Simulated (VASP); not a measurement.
## SnO2: relaxation of cell and atoms with PBE

Crystal: SnO2.

```
Sn O
1.0
     4.76482    0.00000    0.00000
     0.00000    4.76482    0.00000
     0.00000    0.00000    3.20750
Sn O
2 4
Cartesian
  2.3824 2.3824 1.6037
  0.0000 0.0000 0.0000
  0.9245 3.8403 1.6037
  3.8403 0.9245 1.6037
  1.4579 1.4579 0.0000
  3.3069 3.3069 0.0000
```

```json
{
 "Program": "VASP 6.6.1",
 "Task": "relaxation of cell and atoms",
 "Functional": "PBE",
 "Potentials or basis": "VASP PAW PBE potentials, release 64 (Sn_d, O)",
 "Cutoff": "600 eV",
 "k mesh": "6 × 6 × 8",
 "Occupations": "gaussian, width 0.02 eV",
 "Spin": "no spin polarisation",
 "Dipole correction": "no",
 "Further INCAR settings": "ALGO = Normal; EDIFF = 1e-06; IBRION = 2; EDIFFG = -0.005; NSW = 100; ISIF = 3"
}
```

The relaxed volume is 12.61 Å³/atom and the relaxed cell is a = 4.830 Å, b = 4.830 Å, c = 3.242 Å, α = 90.00°, β = 90.00°, γ = 90.00°. The space group after relaxing (to 0.1 Å) is P4_2/mnm (No. 136) and the energy gained by relaxing is 10.1 meV/atom. The ionic steps are 13 and the pressure after relaxing is 0.0 GPa. The band gap on the k mesh is 0.64 eV.

Forces in eV/Å, atoms in the order of the input:
```
Sn   0.000  0.000  0.000
Sn   0.000  0.000  0.000
O    0.001 -0.001  0.000
O   -0.001  0.001  0.000
O   -0.001 -0.001  0.000
O    0.001  0.001  0.000
```

The path:
```
step  energy change (eV)  largest force (eV/Å)  pressure (GPa)  volume (Å³)
   1              0.0000                0.0408            7.28        72.82
   2              0.0188                0.2360           -7.02        78.79
   3             -0.0587                0.1010            0.01        75.51
   4             -0.0587                0.0984            0.14        75.45
   5             -0.0605                0.0096            0.10        75.57
   6             -0.0605                0.0110            0.08        75.59
   7             -0.0605                0.0116            0.09        75.60
   8             -0.0605                0.0165            0.07        75.60
   9             -0.0606                0.0061           -0.06        75.67
  10             -0.0606                0.0075           -0.03        75.66
  11             -0.0606                0.0066           -0.02        75.67
  12             -0.0606                0.0059           -0.03        75.67
  13             -0.0606                0.0020            0.04        75.64
```

Final structure:
```cif
data_structure
_symmetry_space_group_name_H-M 'P 1'
_symmetry_Int_Tables_number 1
_cell_length_a 4.8304
_cell_length_b 4.8304
_cell_length_c 3.2420
_cell_angle_alpha 90.000
_cell_angle_beta 90.000
_cell_angle_gamma 90.000
_cell_volume 75.64
loop_
_atom_site_label
_atom_site_type_symbol
_atom_site_fract_x
_atom_site_fract_y
_atom_site_fract_z
_atom_site_occupancy
Sn1 Sn 0.50000 0.50000 0.50000 1
Sn2 Sn 0.00000 0.00000 0.00000 1
O1 O 0.19345 0.80655 0.50000 1
O2 O 0.80655 0.19345 0.50000 1
O3 O 0.30655 0.30655 0.00000 1
O4 O 0.69345 0.69345 0.00000 1
```

Levels at points of the mesh, in eV from the valence-band top:
```
           k point  band 23  band 24  band 25  band 26  band 27  band 28  band 29  band 30
(0.00, 0.00, 0.00)    -1.26    -0.74    -0.74     0.00     0.64     5.66     6.04     6.04
(0.50, 0.00, 0.00)    -1.21    -1.21    -0.60    -0.60     3.85     3.85     6.79     6.79
(0.50, 0.50, 0.00)    -1.33    -1.33    -0.85    -0.85     4.24     4.24     7.13     7.13
(0.00, 0.00, 0.50)    -1.52    -1.52    -1.18    -1.18     5.56     5.56     9.34     9.34
(0.50, 0.00, 0.50)    -1.01    -1.01    -0.75    -0.75     5.82     5.82     7.59     7.59
(0.50, 0.50, 0.50)    -0.91    -0.91    -0.78    -0.78     4.32     4.32     8.60     8.60
```

Run time: 9.6 min on 1 thread of Intel(R) Xeon(R) Platinum 8488C (Sapphire Rapids) (shared host), peak memory 0.27 GiB.

Caveat: spin-orbit coupling is left out, which moves the levels of the heavy elements.
